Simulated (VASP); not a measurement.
Set up this calculation in VASP 6.6.1, as the native input.

```yaml
Task: relaxation of cell and atoms
Functional: PBE
Potentials_or_basis: VASP PAW PBE potentials, release 64 (Zr_sv, Si, Pd)
Cutoff: 600 eV
k_mesh: 4 × 4 × 4
Occupations: gaussian, width 0.1 eV
Spin: no spin polarisation
Dipole_correction: no
Further_INCAR_settings: ALGO = Normal; EDIFF = 1e-07; IBRION = 2; EDIFFG = -0.04; NSW = 90; ISIF = 3
```

The structure of ZrSi4Pd lies in POSCAR:

```
ZrSi4Pd
1.0
    0.0000000000      3.5585925300      3.5585925300
    3.5585925300      0.0000000000      3.5585925300
    3.5585925300      3.5585925300      0.0000000000
Zr Si Pd
1 4 1
Direct
    0.7500000000      0.7500000000      0.7500000000
    0.3767358400      0.3767358400      0.3767358400
    0.3767358400      0.3767358400      0.8697924800
    0.3767358400      0.8697924800      0.3767358400
    0.8697924800      0.3767358400      0.3767358400
    0.0000000000      0.0000000000      0.0000000000
```

These files were run (other wordings do the same):

INCAR

```
SYSTEM = ZrSi4Pd
ALGO = Normal ; EDIFF = 1E-7
EDIFFG = -0.04 ; ENCUT = 600
GGA = PE ; IBRION = 2
ISIF = 3 ; ISMEAR = 0
LASPH = .TRUE. ; LCHARG = .FALSE.
LREAL = .FALSE. ; LWAVE = .FALSE.
NELM = 100 ; NSW = 90
PREC = Accurate ; SIGMA = 0.1
```

KPOINTS

```
k-points
0
G
  4 4 4
  0 0 0
```

Potentials or basis: VASP PAW PBE potentials, release 64 (Zr_sv, Si, Pd).

Run with:

```console
$ cat potpaw_PBE.64/Zr_sv/POTCAR potpaw_PBE.64/Si/POTCAR potpaw_PBE.64/Pd/POTCAR > POTCAR
$ mpirun -np 1 vasp_std > vasp.out
```

It gave:

```yaml
Relaxed_volume: 15.01 Å³/atom
Relaxed_cell: a = 5.031 Å, b = 5.031 Å, c = 5.031 Å, α = 60.00°, β = 60.00°, γ = 60.00°
Space_group_after_relaxing_to_0.05_Å: F-43m (No. 216)
Energy_gained_by_relaxing: 12.2 meV/atom
Ionic_steps: 3
Pressure_after_relaxing: -0.1 GPa
Band_gap_on_the_k_mesh: zero (band 19 reaches 11.52 eV, above the bottom of band 20 at 10.02 eV)
```

Caveat: the k points lie up to 0.38 Å⁻¹ apart in the final cell.

Wall time 44 s on 1 thread of Intel(R) Xeon(R) 6975P-C (Granite Rapids), on a shared host, peak memory 0.25 GiB.
